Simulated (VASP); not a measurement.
Here is a VASP 6.6.1 calculation.

INCAR

```
ALGO = Normal ; EDIFF = 1E-6
EDIFFG = -0.002 ; ENCUT = 600
GGA = PS ; IBRION = 2
ISIF = 3 ; ISMEAR = 0
LASPH = True ; LCHARG = False
LREAL = False ; LWAVE = False
NELM = 100 ; NSW = 100
PREC = Accurate ; PSTRESS = 70.0
SIGMA = 0.01
```

The input KPOINTS:

```
k-points
0
Gamma
  10 10 10
```

The input POSCAR:

```
LiH
1.0
    1.9903724901      1.9903724901      0.0000000000
   -1.9903724901      1.9903724901      0.0000000000
    0.0000000000      1.9903724901      1.9903724901
Li H
1 1
Direct
    0.0000000000      0.0000000000      0.0000000000
    0.5000000000      0.5000000000      0.0000000000
```

Potentials or basis: VASP PAW PBE potentials, release 64 (Li_sv, H).

The run is started by

```console
$ cat potpaw_PBE.64/Li_sv/POTCAR potpaw_PBE.64/H/POTCAR > POTCAR
$ mpirun -np 1 vasp_std > vasp.out
```

Predict the band gap on the k mesh.

2.58 eV, direct.

Estimate the relaxed cell.

a = 2.677 Å, b = 2.677 Å, c = 2.677 Å, α = 60.00°, β = 60.00°, γ = 90.00°.

Predict the space group after relaxing (to 0.05 Å).

Fm-3m (No. 225).

What does it give for the relaxed volume?

6.78 Å³/atom.

Final structure:
```yaml
crystal:
  lattice:
    - [1.89274, 1.89274, 0.00000]
    - [-1.89274, 1.89274, 0.00000]
    - [0.00000, 1.89274, 1.89274]
  atoms:
    - { symbol: Li, position: [0.00000, 0.00000, 0.00000] }
    - { symbol: H, position: [0.50000, 0.50000, 0.00000] }
```

Caveat: the cutoff is under 1.25 times the usual one of these potentials, so pressure, stress and relaxed cells hold a basis-set (Pulay) error; the cell is relaxed towards a set pressure, so the enthalpy falls and the energy may rise; the PAW data sets were made with another functional, which shifts forces and pressure a little. A k mesh can miss the band edges.
